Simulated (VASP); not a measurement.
# Tl (P6_3/mmc) in VASP: further runs

The runs below take Tl through single point, relaxation of cell and atoms, with PBE.

Program: VASP 6.6.1. These are calculated values, not measurements. Logs are shortened: lines on timing, memory, paths and dates and some standing lists are left out, and cuts for length are marked.

**1. The cell of the first run**

It takes space group P6_3/mmc (No. 194, hexagonal). Conventional cell: a = 3.488 Å, b = 3.488 Å, c = 5.696 Å, α = 90.00°, β = 90.00°, γ = 120.00°. Tl (site symmetry -6m2) has 12 Tl at 3.49 Å within 4.6 Å.

**2. Single point, PBE**

INCAR reads:

```
  ALGO = Normal
  EDIFF = 1E-6
  ENCUT = 520
  GGA = PE
  ISIF = 2
  ISMEAR = 0
  LASPH = True
  LCHARG = False
  LREAL = False
  LWAVE = False
  NBANDS = 20
  NELM = 100
  PREC = Accurate
  SIGMA = 0.1
```

KPOINTS reads:

```
k-points
0
Gamma
  6 6 4
```

POSCAR reads:

```
Tl
1.0
    3.4879330000      0.0000000000      0.0000000000
   -1.7439670000      3.0206390000      0.0000000000
    0.0000000000      0.0000000000      5.6957710000
Tl
2
Direct
    0.0000000000      0.0000000000      0.0000000000
    0.3333333300      0.6666666700      0.5000000000
```

Potentials or basis: VASP PAW PBE potentials, release 64 (Tl_d).

The run is started by

```
$ cat potpaw_PBE.64/Tl_d/POTCAR > POTCAR
$ mpirun -np 1 vasp_std > vasp.out
```

OUTCAR:

```text
EDIFF = 1E-6
   ENCUT = 520
   GGA = PE
   ISIF = 2
   ISMEAR = 0
   LASPH = True
   LREAL = False
   NELM = 100
   PREC = Accurate

 ion  position               nearest neighbor table
   1  0.000  0.000  0.000-   2 3.49   2 3.49   2 3.49   2 3.49   2 3.49   2 3.49
   2  0.333  0.667  0.500-   1 3.49   1 3.49   1 3.49   1 3.49   1 3.49   1 3.49

  LATTYP: Found a hexagonal cell.
 ALAT       =     3.4879330000
 C/A-ratio  =     1.6329932370

  Lattice vectors:

 A1 = (   3.4879330000,   0.0000000000,   0.0000000000)
 A2 = (  -1.7439670000,   3.0206390000,   0.0000000000)
 A3 = (   0.0000000000,   0.0000000000,   5.6957710000)

Analysis of symmetry for initial positions (statically):
=====================================================================
 Subroutine PRICEL returns:
 Original cell was already a primitive cell.

 Routine SETGRP: Setting up the symmetry group for a
 hexagonal supercell.

 Subroutine GETGRP returns: Found 24 space group operations
 (whereof 12 operations were pure point group operations)
 out of a pool of 24 trial point group operations.

The static configuration has the point symmetry D_3h.
 The point group associated with its full space group is D_6h.

Analysis of symmetry for dynamics (positions and initial velocities):
=====================================================================
 Subroutine PRICEL returns:
 Original cell was already a primitive cell.

 Routine SETGRP: Setting up the symmetry group for a
 hexagonal supercell.

 Subroutine GETGRP returns: Found 24 space group operations
 (whereof 12 operations were pure point group operations)
 out of a pool of 24 trial point group operations.

The dynamic configuration has the point symmetry D_3h.
 The point group associated with its full space group is D_6h.

 Subroutine INISYM returns: Found 24 space group operations
 (whereof 12 operations are pure point group operations),
 and found     1 'primitive' translations

----------------------------------------------------------------------------------------

                                     Primitive cell

  volume of cell :      60.0094

  direct lattice vectors                    reciprocal lattice vectors
     3.487933000  0.000000000  0.000000000     0.286702755  0.165527937  0.000000000
    -1.743967000  3.020639000  0.000000000     0.000000000  0.331055780  0.000000000
     0.000000000  0.000000000  5.695771000     0.000000000  0.000000000  0.175568856

  length of vectors
     3.487933000  3.487933610  5.695771000     0.331055838  0.331055780  0.175568856

  position of ions in fractional coordinates (direct lattice)
     0.000000000  0.000000000  0.000000000
     0.333333330  0.666666670  0.500000000

  ion indices of the primitive-cell ions
   primitive index   ion index
                 1           1
                 2           2

----------------------------------------------------------------------------------------

 KPOINTS: k-points

Automatic generation of k-mesh.
 Grid dimensions read from file:
 generate k-points for:    6    6    4

 Generating k-lattice:

  Cartesian coordinates                     Fractional coordinates (reciprocal lattice)
     0.047783792  0.027587990  0.000000000     0.166666667 -0.000000000  0.000000000
     0.000000000  0.055175963  0.000000000     0.000000000  0.166666667  0.000000000
     0.000000000  0.000000000  0.043892214     0.000000000  0.000000000  0.250000000

  Length of vectors
     0.055175973  0.055175963  0.043892214

  Shift w.r.t. Gamma in fractional coordinates (k-lattice)
     0.000000000  0.000000000  0.000000000

 Subroutine IBZKPT returns following result:
 ===========================================

 Found     21 irreducible k-points:

 Following reciprocal coordinates:
            Coordinates               Weight
  0.000000  0.000000  0.000000      1.000000
  0.166667 -0.000000  0.000000      6.000000
  0.333333  0.000000  0.000000      6.000000
  0.500000  0.000000  0.000000      3.000000
  0.166667  0.166667  0.000000      6.000000
  0.333333  0.166667  0.000000     12.000000
[... 13 lines left out ...]
  0.333333  0.166667  0.500000     12.000000
  0.333333  0.333333  0.500000      2.000000
   k-points           NKPTS =     21   k-points in BZ     NKDIM =     21   number of bands    NBANDS=     20
   number of dos      NEDOS =    301   number of ions     NIONS =      2
   total plane-waves  NPLWV =  32928
   dimension x,y,z NGX =    28 NGY =   28 NGZ =   42
   dimension x,y,z NGXF=    56 NGYF=   56 NGZF=   84
   ions per type =               2
   NGX,Y,Z   is equivalent  to a cutoff of  13.35, 13.35, 12.26 a.u.
   NGXF,Y,Z  is equivalent  to a cutoff of  26.69, 26.69, 24.52 a.u.
 SYSTEM =  unknown system
   PREC   = accura    normal or accurate (medium, high low for compatibility)
   ISTART =      0    job   : 0-new  1-cont  2-samecut
   ICHARG =      2    charge: 1-file 2-atom 10-const
   ISPIN  =      1    spin polarized calculation?
   LNONCOLLINEAR =      F non collinear calculations
   LSORBIT =      F    spin-orbit coupling
   LASPH  =      T    aspherical Exc in radial PAW
   ENCUT  =  520.0 eV  38.22 Ry    6.18 a.u.   6.49  6.49 10.59*2*pi/ulx,y,z
   NELM   =    100;   NELMIN=  2; NELMDL= -5     # of ELM steps
   EDIFF  = 0.1E-05   stopping-criterion for ELM
   LREAL  =      F    real-space projection
   EDIFFG = 0.1E-04   stopping-criterion for IOM
   NSW    =      0    number of steps for IOM
   IBRION =     -1    ionic relax: 0-MD 1-quasi-New 2-CG
   NFREE  =      0    steps in history (QN), initial steepest desc. (CG)
   ISIF   =      2    stress and relaxation
   ISYM   =      2    0-nonsym 1-usesym 2-fastsym
   POTIM  = 0.5000    time-step for ionic-motion
   TEBEG  =    0.0;   TEEND  =   0.0 temperature during run
   PSTRESS=    0.0 pullay stress
   NELECT =      26.0000    total number of electrons
   NUPDOWN=      -1.0000    fix difference up-down
   EMIN   =  10.00;   EMAX   =-10.00  energy-range for DOS
   EFERMI =   0.00;   METHOD = LEGACY
   ISMEAR =     0;   SIGMA  =   0.10  broadening in eV -4-tet -1-fermi 0-gaus
   EFERMI_NEDOS =   21; number of points for ismear=-14 and -15
   IALGO  =     38    algorithm
   IMIX   =      4    mixing-type and parameters
     AMIX     =   0.40;   BMIX     =  1.00
     AMIX_MAG =   1.60;   BMIX_MAG =  1.00
  volume/ion in A,a.u.               =      30.00       202.48
  Fermi-wavevector in a.u.,A,eV,Ry     =   1.238776  2.340947 20.879038  1.534566
  Thomas-Fermi vector in A             =   2.373287
   LORBIT       =      0    0 simple, 1 ext, 2 COOP (PROOUT), +10 PAW based schemes
   GGA     = PE    functional components
   LHFCALC =     F    Hartree Fock is set to
   AEXX    =    0.0000 exact exchange contribution
   IVDW    =     0    specifies the selected vdW correction
   LEPSILON=     F    determine dielectric tensor
   LRPA    =     F    only Hartree local field effects (RPA)
 non-spin polarized calculation
 Gauss-broadening in eV      SIGMA  =   0.10
  energy-cutoff  :      520.00
  volume of cell :       60.01
 maximum number of plane-waves:      1653
 NGX is ok and might be reduce to    28
   NGX = 13   NGY = 13   NGZ = 21

 number of electron      26.0000000 magnetization

 Free energy of the ion-electron system (eV)
  ---------------------------------------------------
  ext. energy  EPLUGINS =         0.00000000
  ---------------------------------------------------
  free energy    TOTEN  =        -4.42536960 eV

  energy without entropy =       -4.42191788  energy(sigma->0) =       -4.42364374

 E-fermi :   6.1353     XC(G=0):  -9.9552

 val. band max:        6.0236916308   @ k =   0.3333   0.0000   0.0000
 cond. band min:       6.1737955194   @ k =   0.3333   0.3333   0.2500
 fundamental gap:      0.1501038886
 Fermi energy:         6.1352851616

 k-point     1 :       0.0000    0.0000    0.0000
  band No.  band energies     occupation
      1      -5.6344      2.00000
      2      -5.4655      2.00000
      3      -5.4392      2.00000
      4      -5.4392      2.00000
      5      -5.3964      2.00000
      6      -5.3964      2.00000
[... 12 lines left out ...]
     19      16.3969      0.00000
     20      16.8233      0.00000

 k-point     2 :       0.1667   -0.0000    0.0000
  band No.  band energies     occupation
      1      -5.6000      2.00000
      2      -5.4798      2.00000
      3      -5.4181      2.00000
      4      -5.3681      2.00000
      5      -5.3463      2.00000
      6      -5.3427      2.00000
[... 12 lines left out ...]
     19      16.0526      0.00000
     20      17.5097      0.00000

 k-point     3 :       0.3333    0.0000    0.0000
  band No.  band energies     occupation
      1      -5.7029      2.00000
      2      -5.5234      2.00000
      3      -5.5177      2.00000
      4      -5.4188      2.00000
      5      -5.3197      2.00000
      6      -5.2400      2.00000
[... 12 lines left out ...]
     19      14.6423      0.00000
     20      16.3131      0.00000

 k-point     4 :       0.5000    0.0000    0.0000
  band No.  band energies     occupation
      1      -5.7604      2.00000
      2      -5.6077      2.00000
      3      -5.5629      2.00000
      4      -5.4516      2.00000
      5      -5.2852      2.00000
      6      -5.2592      2.00000
[... 12 lines left out ...]
     19      14.1786      0.00000
     20      15.8026      0.00000

 k-point     5 :       0.1667    0.1667    0.0000
  band No.  band energies     occupation
      1      -5.5461      2.00000
      2      -5.5454      2.00000
      3      -5.4736      2.00000
      4      -5.4112      2.00000
      5      -5.3512      2.00000
      6      -5.2862      2.00000
[... 12 lines left out ...]
     19      15.2681      0.00000
     20      17.3879      0.00000
[... 284 lines left out ...]
      6      -5.2367      2.00000
[... 12 lines left out ...]
     19      14.6482      0.00000
     20      14.6482      0.00000

 k-point    19 :       0.1667    0.1667    0.5000
  band No.  band energies     occupation
      1      -5.5576      2.00000
      2      -5.5576      2.00000
      3      -5.4378      2.00000
      4      -5.4378      2.00000
      5      -5.3053      2.00000
      6      -5.3053      2.00000
[... 12 lines left out ...]
     19      17.5944      0.00000
     20      17.5944      0.00000

 k-point    20 :       0.3333    0.1667    0.5000
  band No.  band energies     occupation
      1      -5.5894      2.00000
      2      -5.5894      2.00000
      3      -5.4978      2.00000
      4      -5.4978      2.00000
      5      -5.2813      2.00000
      6      -5.2813      2.00000
[... 12 lines left out ...]
     19      16.6636      0.00000
     20      16.6636      0.00000

 k-point    21 :       0.3333    0.3333    0.5000
  band No.  band energies     occupation
      1      -5.5642      2.00000
      2      -5.5642      2.00000
      3      -5.3759      2.00000
      4      -5.3759      2.00000
      5      -5.2769      2.00000
      6      -5.2769      2.00000
[... 12 lines left out ...]
     19      16.5723      0.00000
     20      16.5723      0.00000

------------------------ aborting loop because EDIFF is reached ----------------------------------------

  FORCE on cell =-STRESS in cart. coord.  units (eV):
  Direction    XX          YY          ZZ          XY          YZ          ZX
  --------------------------------------------------------------------------------------
  -------------------------------------------------------------------------------------
  Total        0.2365595      0.2365596      0.7862557     -0.0000000      0.0000000      0.0000000
  in kB        6.3158462      6.3158479     20.9920533     -0.0000010      0.0000000      0.0000000
  external PRESSURE =      11.2079158 kB  Pullay stress =       0.0000000 kB

 VOLUME and BASIS-vectors are now :
 -----------------------------------------------------------------------------
  energy-cutoff  :      520.00
  volume of cell :       60.01
      direct lattice vectors                 reciprocal lattice vectors
     3.487933000  0.000000000  0.000000000     0.286702755  0.165527937  0.000000000
    -1.743967000  3.020639000  0.000000000     0.000000000  0.331055780  0.000000000
     0.000000000  0.000000000  5.695771000     0.000000000  0.000000000  0.175568856

 POSITION                                       TOTAL-FORCE (eV/Angst)
 -----------------------------------------------------------------------------------
      0.00000      0.00000      0.00000         0.000000     -0.000000      0.000000
     -0.00000      2.01376      2.84789        -0.000000      0.000000      0.000000
 -----------------------------------------------------------------------------------
    total drift:                                0.000011     -0.000006      0.000000

  FREE ENERGIE OF THE ION-ELECTRON SYSTEM (eV)
  ---------------------------------------------------
  free  energy   TOTEN  =        -4.4253695994 eV

  energy  without entropy=       -4.4219178827  energy(sigma->0) =       -4.42364374
```

Wall time 22 s (1 thread of AMD EPYC 7R43 (Zen 3), shared host); peak memory 0.14 GiB.

Results:

| Property | Result |
| --- | --- |
| Free energy | -4.4254 eV |
| Pressure | 1.1 GPa |
| Band gap on the k mesh | zero (band 13 reaches 9.18 eV, above the bottom of band 14 at 3.96 eV) |

Caveat: spin-orbit coupling is left out, which moves the levels of the heavy elements.

(Part 1 of 2 ends here.)
